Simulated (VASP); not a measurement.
# GaPdC4N4 (P-43m) in VASP: further runs

Runs on GaPdC4N4. Level: PBE. Tasks: single point.

Program: VASP 6.6.1. These are calculated values, not measurements. Logs are shortened: lines on timing, memory, paths and dates and some standing lists are left out, and cuts for length are marked.

## 1. The cell of the first run

It takes space group P-43m (No. 215, cubic). Conventional cell: a = 5.884 Å, b = 5.884 Å, c = 5.884 Å, α = 90.00°, β = 90.00°, γ = 90.00°. Ga (site symmetry -43m) has 4 C at 1.90 Å within 2.5 Å. Within 2.7 Å of Pd (site symmetry -43m) lie 4 N at 2.03 Å. C (site symmetry 3m) has 1 N at 1.17 Å within 1.6 Å. Within 1.6 Å of N (site symmetry 3m) lie 1 C at 1.17 Å.

## 2. Single point, PBE, collinear spin

File INCAR:

```
SYSTEM = GaPdC4N4
ALGO     = Normal         ! electronic algorithm
EDIFF    = 1E-7           ! SCF threshold, eV
ENCUT    = 520            ! plane-wave cutoff, eV
GGA      = PE             ! functional
ISIF     = 2              ! what is computed and relaxed
ISMEAR   = 0              ! smearing method
ISPIN    = 2              ! spin polarisation
LASPH    = .TRUE.         ! aspherical terms in the spheres
LCHARG   = .FALSE.        ! write CHGCAR
LMAXMIX  = 4              ! l up to which the mixer works
LORBIT   = 11             ! projections on sites
LREAL    = .FALSE.        ! projectors in reciprocal space
LWAVE    = .FALSE.        ! write WAVECAR
MAGMOM   = 0 1 0 0 0 0 0 0 0 0 ! initial moments
NBANDS   = 44             ! bands
NELM     = 150            ! most SCF steps
PREC     = Accurate       ! precision mode
SIGMA    = 0.1            ! smearing width, eV
```

File KPOINTS:

```
k-points
0
G
  4 4 4
  0 0 0
```

File POSCAR:

```
GaPdC4N4
1.0
    5.8843539400      0.0000000000      0.0000000000
    0.0000000000      5.8843539400      0.0000000000
    0.0000000000      0.0000000000      5.8843539400
Ga Pd C N
1 1 4 4
Direct
    0.0000000000      0.0000000000      0.0000000000
    0.5000000000      0.5000000000      0.5000000000
    0.1860282600      0.1860282600      0.1860282600
    0.1860282600      0.8139717400      0.8139717400
    0.8139717400      0.1860282600      0.8139717400
    0.8139717400      0.8139717400      0.1860282600
    0.3008241800      0.3008241800      0.3008241800
    0.3008241800      0.6991758200      0.6991758200
    0.6991758200      0.3008241800      0.6991758200
    0.6991758200      0.6991758200      0.3008241800
```

Potentials or basis: VASP PAW PBE potentials, release 64 (Ga_d, Pd, C, N).

On the command line:

```console
cat potpaw_PBE.64/Ga_d/POTCAR potpaw_PBE.64/Pd/POTCAR potpaw_PBE.64/C/POTCAR potpaw_PBE.64/N/POTCAR > POTCAR
mpirun -np 1 vasp_std > vasp.out
```

OUTCAR:

```text
SYSTEM = GaPdC4N4
   EDIFF = 1E-7
   ENCUT = 520
   GGA = PE
   ISIF = 2
   ISMEAR = 0
   ISPIN = 2
   LASPH = .TRUE.
   LORBIT = 11
   LREAL = .FALSE.
   NELM = 150
   PREC = Accurate

 ion  position               nearest neighbor table
   1  0.000  0.000  0.000-   3 1.90   4 1.90   5 1.90   6 1.90
   2  0.500  0.500  0.500-   7 2.03   8 2.03   9 2.03  10 2.03
   3  0.186  0.186  0.186-   7 1.17   1 1.90
   4  0.186  0.814  0.814-   8 1.17   1 1.90
   5  0.814  0.186  0.814-   9 1.17   1 1.90
   6  0.814  0.814  0.186-  10 1.17   1 1.90
   7  0.301  0.301  0.301-   3 1.17   2 2.03
   8  0.301  0.699  0.699-   4 1.17   2 2.03
   9  0.699  0.301  0.699-   5 1.17   2 2.03
  10  0.699  0.699  0.301-   6 1.17   2 2.03

  LATTYP: Found a simple cubic cell.
 ALAT       =     5.8843539400

  Lattice vectors:

 A1 = (   5.8843539400,   0.0000000000,   0.0000000000)
 A2 = (   0.0000000000,   5.8843539400,   0.0000000000)
 A3 = (   0.0000000000,   0.0000000000,   5.8843539400)

Analysis of symmetry for initial positions (statically):
=====================================================================
 Subroutine PRICEL returns:
 Original cell was already a primitive cell.

 Routine SETGRP: Setting up the symmetry group for a
 simple cubic supercell.

 Subroutine GETGRP returns: Found 24 space group operations
 (whereof 24 operations were pure point group operations)
 out of a pool of 48 trial point group operations.

The static configuration has the point symmetry T_d .

Analysis of symmetry for dynamics (positions and initial velocities):
=====================================================================
 Subroutine PRICEL returns:
 Original cell was already a primitive cell.

 Routine SETGRP: Setting up the symmetry group for a
 simple cubic supercell.

 Subroutine GETGRP returns: Found 24 space group operations
 (whereof 24 operations were pure point group operations)
 out of a pool of 48 trial point group operations.

The dynamic configuration has the point symmetry T_d .

Analysis of structural, dynamic, and magnetic symmetry:
=====================================================================
 Subroutine PRICEL returns:
 Original cell was already a primitive cell.

 Routine SETGRP: Setting up the symmetry group for a
 simple cubic supercell.

 Subroutine GETGRP returns: Found 24 space group operations
 (whereof 24 operations were pure point group operations)
 out of a pool of 48 trial point group operations.

The overall configuration has the point symmetry T_d .

 Subroutine INISYM returns: Found 24 space group operations
 (whereof 24 operations are pure point group operations),
 and found     1 'primitive' translations

----------------------------------------------------------------------------------------

                                     Primitive cell

  volume of cell :     203.7494

  direct lattice vectors                    reciprocal lattice vectors
     5.884353940  0.000000000  0.000000000     0.169942191  0.000000000  0.000000000
     0.000000000  5.884353940  0.000000000     0.000000000  0.169942191  0.000000000
     0.000000000  0.000000000  5.884353940     0.000000000  0.000000000  0.169942191

  length of vectors
     5.884353940  5.884353940  5.884353940     0.169942191  0.169942191  0.169942191

  position of ions in fractional coordinates (direct lattice)
     0.000000000  0.000000000  0.000000000
     0.500000000  0.500000000  0.500000000
     0.186028260  0.186028260  0.186028260
     0.186028260  0.813971740  0.813971740
     0.813971740  0.186028260  0.813971740
     0.813971740  0.813971740  0.186028260
     0.300824180  0.300824180  0.300824180
     0.300824180  0.699175820  0.699175820
     0.699175820  0.300824180  0.699175820
     0.699175820  0.699175820  0.300824180

  ion indices of the primitive-cell ions
   primitive index   ion index
                 1           1
                 2           2
                 3           3
                 4           4
                 5           5
                 6           6
                 7           7
                 8           8
                 9           9
                10          10

----------------------------------------------------------------------------------------

 KPOINTS: k-points

Automatic generation of k-mesh.
 Grid dimensions read from file:
 generate k-points for:    4    4    4

 Generating k-lattice:

  Cartesian coordinates                     Fractional coordinates (reciprocal lattice)
     0.042485548  0.000000000  0.000000000     0.250000000  0.000000000  0.000000000
     0.000000000  0.042485548  0.000000000     0.000000000  0.250000000  0.000000000
     0.000000000  0.000000000  0.042485548     0.000000000  0.000000000  0.250000000

  Length of vectors
     0.042485548  0.042485548  0.042485548

  Shift w.r.t. Gamma in fractional coordinates (k-lattice)
     0.000000000  0.000000000  0.000000000

 Subroutine IBZKPT returns following result:
 ===========================================

 Found     10 irreducible k-points:

 Following reciprocal coordinates:
            Coordinates               Weight
  0.000000  0.000000  0.000000      1.000000
  0.250000  0.000000  0.000000      6.000000
  0.500000  0.000000  0.000000      3.000000
  0.250000  0.250000  0.000000     12.000000
  0.500000  0.250000  0.000000     12.000000
  0.500000  0.500000  0.000000      3.000000
  0.250000  0.250000  0.250000      8.000000
  0.500000  0.250000  0.250000     12.000000
  0.500000  0.500000  0.250000      6.000000
  0.500000  0.500000  0.500000      1.000000
   k-points           NKPTS =     10   k-points in BZ     NKDIM =     10   number of bands    NBANDS=     44
   number of dos      NEDOS =    301   number of ions     NIONS =     10
   total plane-waves  NPLWV = 110592
   dimension x,y,z NGX =    48 NGY =   48 NGZ =   48
   dimension x,y,z NGXF=    96 NGYF=   96 NGZF=   96
   ions per type =               1   1   4   4
   NGX,Y,Z   is equivalent  to a cutoff of  13.56, 13.56, 13.56 a.u.
   NGXF,Y,Z  is equivalent  to a cutoff of  27.12, 27.12, 27.12 a.u.
 SYSTEM =  GaPdC4N4
   PREC   = accura    normal or accurate (medium, high low for compatibility)
   ISTART =      0    job   : 0-new  1-cont  2-samecut
   ICHARG =      2    charge: 1-file 2-atom 10-const
   ISPIN  =      2    spin polarized calculation?
   LNONCOLLINEAR =      F non collinear calculations
   LSORBIT =      F    spin-orbit coupling
   LASPH  =      T    aspherical Exc in radial PAW
   ENCUT  =  520.0 eV  38.22 Ry    6.18 a.u.  10.94 10.94 10.94*2*pi/ulx,y,z
   NELM   =    150;   NELMIN=  2; NELMDL= -5     # of ELM steps
   EDIFF  = 0.1E-06   stopping-criterion for ELM
   LREAL  =      F    real-space projection
   EDIFFG = 0.1E-05   stopping-criterion for IOM
   NSW    =      0    number of steps for IOM
   IBRION =     -1    ionic relax: 0-MD 1-quasi-New 2-CG
   NFREE  =      0    steps in history (QN), initial steepest desc. (CG)
   ISIF   =      2    stress and relaxation
   ISYM   =      2    0-nonsym 1-usesym 2-fastsym
   POTIM  = 0.5000    time-step for ionic-motion
   TEBEG  =    0.0;   TEEND  =   0.0 temperature during run
   PSTRESS=    0.0 pullay stress
   NELECT =      59.0000    total number of electrons
   NUPDOWN=      -1.0000    fix difference up-down
   EMIN   =  10.00;   EMAX   =-10.00  energy-range for DOS
   EFERMI =   0.00;   METHOD = LEGACY
   ISMEAR =     0;   SIGMA  =   0.10  broadening in eV -4-tet -1-fermi 0-gaus
   EFERMI_NEDOS =   21; number of points for ismear=-14 and -15
   IALGO  =     38    algorithm
   IMIX   =      4    mixing-type and parameters
     AMIX     =   0.40;   BMIX     =  1.00
     AMIX_MAG =   1.60;   BMIX_MAG =  1.00
  volume/ion in A,a.u.               =      20.37       137.50
  Fermi-wavevector in a.u.,A,eV,Ry     =   1.083079  2.046722 15.960445  1.173060
  Thomas-Fermi vector in A             =   2.219136
   LORBIT       =     11    0 simple, 1 ext, 2 COOP (PROOUT), +10 PAW based schemes
   GGA     = PE    functional components
   LHFCALC =     F    Hartree Fock is set to
   AEXX    =    0.0000 exact exchange contribution
   IVDW    =     0    specifies the selected vdW correction
   LEPSILON=     F    determine dielectric tensor
   LRPA    =     F    only Hartree local field effects (RPA)
 spin polarized calculation
 Gauss-broadening in eV      SIGMA  =   0.10
  energy-cutoff  :      520.00
  volume of cell :      203.75
 maximum number of plane-waves:      5520
 NGX is ok and might be reduce to    48
   NGX = 21   NGY = 21   NGZ = 21

 number of electron      58.9999986 magnetization       0.9999999

 Free energy of the ion-electron system (eV)
  ---------------------------------------------------
  ext. energy  EPLUGINS =         0.00000000
  ---------------------------------------------------
  free energy    TOTEN  =       -72.72442177 eV

  energy without entropy =      -72.66662396  energy(sigma->0) =      -72.69552287

 E-fermi :  -0.2734     XC(G=0):  -7.3193

 val. band max:       -0.2938849065   @ k =   0.5000   0.5000   0.2500
 cond. band min:      -0.2705635912   @ k =   0.5000   0.2500   0.2500
 fundamental gap:      0.0233213153
 Fermi energy:        -0.2733514933

 spin component 1

 k-point     1 :       0.0000    0.0000    0.0000
  band No.  band energies     occupation
      1     -18.3807      1.00000
      2     -18.2633      1.00000
      3     -18.2633      1.00000
      4     -18.2633      1.00000
      5     -15.4807      1.00000
      6     -15.4807      1.00000
[... 429 lines left out ...]
     40       6.7217      0.00000
     41       6.7217      0.00000
 Fermi energy:        -0.2733514933

 spin component 2

 k-point     1 :       0.0000    0.0000    0.0000
  band No.  band energies     occupation
      1     -18.3367      1.00000
      2     -18.2189      1.00000
      3     -18.2189      1.00000
      4     -18.2189      1.00000
      5     -15.4787      1.00000
      6     -15.4787      1.00000
[... 429 lines left out ...]
     40       6.7587      0.00000
     41       6.7587      0.00000
 [bands above 41 left out]

------------------------ aborting loop because EDIFF is reached ----------------------------------------

  FORCE on cell =-STRESS in cart. coord.  units (eV):
  Direction    XX          YY          ZZ          XY          YZ          ZX
  --------------------------------------------------------------------------------------
  -------------------------------------------------------------------------------------
  Total        5.2713262      5.2713262      5.2713262     -0.0000000      0.0000000     -0.0000000
  in kB       41.4509144     41.4509144     41.4509144     -0.0000000      0.0000000     -0.0000000
  external PRESSURE =      41.4509144 kB  Pullay stress =       0.0000000 kB

 VOLUME and BASIS-vectors are now :
 -----------------------------------------------------------------------------
  energy-cutoff  :      520.00
  volume of cell :      203.75
      direct lattice vectors                 reciprocal lattice vectors
     5.884353940  0.000000000  0.000000000     0.169942191  0.000000000  0.000000000
     0.000000000  5.884353940  0.000000000     0.000000000  0.169942191  0.000000000
     0.000000000  0.000000000  5.884353940     0.000000000  0.000000000  0.169942191

 POSITION                                       TOTAL-FORCE (eV/Angst)
 -----------------------------------------------------------------------------------
      0.00000      0.00000      0.00000        -0.000000      0.000000      0.000000
      2.94218      2.94218      2.94218         0.000000      0.000000      0.000000
      1.09466      1.09466      1.09466         0.745374      0.745374      0.745374
      1.09466      4.78970      4.78970         0.745374     -0.745374     -0.745374
      4.78970      1.09466      4.78970        -0.745374      0.745374     -0.745374
      4.78970      4.78970      1.09466        -0.745374     -0.745374      0.745374
      1.77016      1.77016      1.77016        -0.601920     -0.601920     -0.601920
      1.77016      4.11420      4.11420        -0.601920      0.601920      0.601920
      4.11420      1.77016      4.11420         0.601920     -0.601920      0.601920
      4.11420      4.11420      1.77016         0.601920      0.601920     -0.601920
 -----------------------------------------------------------------------------------
    total drift:                                0.000000      0.000000      0.000000

  FREE ENERGIE OF THE ION-ELECTRON SYSTEM (eV)
  ---------------------------------------------------
  free  energy   TOTEN  =       -72.7244217737 eV

  energy  without entropy=      -72.6666239622  energy(sigma->0) =      -72.69552287

 total charge

# of ion       s       p       d       tot
------------------------------------------
    1        0.804   1.129  10.146  12.080
    2        0.410   0.677   8.410   9.497
    3        0.946   1.696   0.000   2.642
    4        0.946   1.696   0.000   2.642
    5        0.946   1.696   0.000   2.642
    6        0.946   1.696   0.000   2.642
    7        1.307   2.541   0.000   3.848
    8        1.307   2.541   0.000   3.848
    9        1.307   2.541   0.000   3.848
   10        1.307   2.541   0.000   3.848
--------------------------------------------------
tot         10.226  18.753  18.557  47.536

 magnetization (x)

# of ion       s       p       d       tot
------------------------------------------
    1        0.000   0.002   0.001   0.003
    2        0.002   0.045   0.694   0.741
    3        0.002   0.013   0.000   0.015
    4        0.002   0.013   0.000   0.015
    5        0.002   0.013   0.000   0.015
    6        0.002   0.013   0.000   0.015
    7        0.007   0.020   0.000   0.027
    8        0.007   0.020   0.000   0.027
    9        0.007   0.020   0.000   0.027
   10        0.007   0.020   0.000   0.027
--------------------------------------------------
tot          0.038   0.177   0.694   0.910
```

Run time: 3.8 min. Hardware: 1 thread of Intel Xeon Platinum 8488C (Sapphire Rapids), shared host; peak memory 0.47 GiB.

What came out:

| Property | Result |
| --- | --- |
| Free energy | -72.7244 eV |
| Pressure | 4.1 GPa |
| Largest force | 1.291 eV/Å |
| Band gap on the k mesh | zero (filled and empty bands overlap) |
| Net moment | 1.00 μB per cell |
| Site moments | Ga +0.00; Pd +0.74; C +0.01; N +0.03 μB |
| Valence electrons inside the program's atomic spheres | Ga 12.08; Pd 9.50; C 2.64; N 3.85 |

Forces on the atoms (eV/Å):
```
Ga   0.000  0.000  0.000
Pd   0.000  0.000  0.000
C    0.745  0.745  0.745
C    0.745 -0.745 -0.745
C   -0.745  0.745 -0.745
C   -0.745 -0.745  0.745
N   -0.602 -0.602 -0.602
N   -0.602  0.602  0.602
N    0.602 -0.602  0.602
N    0.602  0.602 -0.602
```

Caveat: the cell stands under pressure; forces of over 1 eV/Å act on the atoms, so gaps and moduli don't describe the material at rest.

## 3. Single point, PBE, collinear spin

This run uses another cell than the first one, of 22.53 Å³/atom.

File INCAR:

```
ALGO = Normal
EDIFF = 1E-6
ENCUT = 520
GGA = PE
ISIF = 2
ISMEAR = 0
ISPIN = 2
LASPH = T
LCHARG = F
LMAXMIX = 4
LORBIT = 11
LREAL = F
LWAVE = F
MAGMOM = 0 1 0 0 0 0 0 0 0 0
NBANDS = 44
NELM = 150
PREC = Accurate
SIGMA = 0.1
```

File KPOINTS:

```
k-points
0
Gamma
  4 4 4
```

File POSCAR:

```
GaPdC4N4
1.0
    6.0851792500      0.0000000000      0.0000000000
    0.0000000000      6.0851792500      0.0000000000
    0.0000000000      0.0000000000      6.0851792500
Ga Pd C N
1 1 4 4
Direct
    0.0000000000      0.0000000000      0.0000000000
    0.5000000000      0.5000000000      0.5000000000
    0.1865908389      0.1865908389      0.1865908389
    0.1865908389      0.8134091611      0.8134091611
    0.8134091611      0.1865908389      0.8134091611
    0.8134091611      0.8134091611      0.1865908389
    0.2969928473      0.2969928473      0.2969928473
    0.2969928473      0.7030071527      0.7030071527
    0.7030071527      0.2969928473      0.7030071527
    0.7030071527      0.7030071527      0.2969928473
```

Potentials or basis: VASP PAW PBE potentials, release 64 (Ga_d, Pd, C, N).

On the command line:

```console
cat potpaw_PBE.64/Ga_d/POTCAR potpaw_PBE.64/Pd/POTCAR potpaw_PBE.64/C/POTCAR potpaw_PBE.64/N/POTCAR > POTCAR
mpirun -np 1 vasp_std > vasp.out
```

Wall time 3.3 min (1 thread of Intel Xeon Platinum 8488C (Sapphire Rapids), shared host); peak memory 0.5 GiB.

It converged, with:

- Free energy: -73.0667 eV
- Pressure: 0.4 GPa
- Largest force: 0.413 eV/Å
- Band gap on the k mesh: zero (filled and empty bands overlap)
- Net moment: 1.00 μB per cell
- Site moments: Ga +0.00; Pd +0.80; C +0.01; N +0.02 μB
- Valence electrons inside the program's atomic spheres: Ga 11.85; Pd 9.19; C 2.63; N 3.84

Forces in eV/Å, atoms in the order of the input:
```
Ga   0.000  0.000  0.000
Pd   0.000  0.000  0.000
C   -0.238 -0.238 -0.238
C   -0.238  0.238  0.238
C    0.238 -0.238  0.238
C    0.238  0.238 -0.238
N    0.226  0.226  0.226
N    0.226 -0.226 -0.226
N   -0.226  0.226 -0.226
N   -0.226 -0.226  0.226
```

Levels at points of the mesh, in eV from the Fermi level:
Spin up:
```csv
k point,band 28,band 29,band 30,band 31,band 32,band 33
"(0.00, 0.00, 0.00)",-0.76,-0.76,-0.76,3.03,3.03,3.03
"(0.50, 0.00, 0.00)",-0.68,-0.56,-0.56,2.93,2.93,3.22
"(0.50, 0.50, 0.00)",-0.69,-0.54,-0.54,3.11,3.11,3.19
"(0.50, 0.50, 0.50)",-0.68,-0.68,-0.68,3.28,3.28,3.28
```
Spin down:
```
           k point  band 27  band 28  band 29  band 30  band 31  band 32  band 33  band 34
(0.00, 0.00, 0.00)    -1.19    -0.19    -0.19    -0.19     3.12     3.12     3.12     3.86
(0.50, 0.00, 0.00)    -1.09    -0.08     0.03     0.03     2.97     2.97     3.26     3.67
(0.50, 0.50, 0.00)    -1.10    -0.09     0.05     0.05     3.13     3.13     3.24     3.59
(0.50, 0.50, 0.50)    -1.16    -0.09    -0.09    -0.09     3.34     3.34     3.34     3.93
```

The gap in the log of VASP goes by the Fermi energy; the results here count the filled bands.